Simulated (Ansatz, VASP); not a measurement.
## One calculation of Rh, two programs

```
Rh
1.0
     0.00000    1.87303    1.84450
     1.87303    0.00000    1.84450
     1.87303    1.87303    0.00000
Rh
1
Direct
  0.00000 0.00000 0.00000
```

Change from the starting cell: strain -0.015 along x and y, -0.030 along z, atoms carried along.

Alike in both runs: task single point; functional r2SCAN; k mesh 8 × 8 × 8; occupations gaussian, width 0.15 eV; no spin polarisation.

```csv
,VASP,Ansatz
version,VASP 6.6.1,Ansatz 0.2.0
potentials or method,"VASP PAW PBE potentials, release 64 (Rh_sv_GW), cutoff 680 eV","scalar-relativistic, plane waves, PAW"
valence electrons in the cell,17,17
```

```tsv
	VASP	Ansatz	Ansatz less VASP
gap on the k mesh at the Fermi level (eV)	none	none	-
pressure (GPa)	20.2	20.0	-0.20
traceless stress, the component that is largest in VASP (GPa)	2.86	2.86	0.000
```

VASP's potentials were made for PBE, not for r2SCAN. A gap of «none» marks a metal or a gap that the smearing closes.

The k mesh is coarse, so the values compare programs but aren't converged.
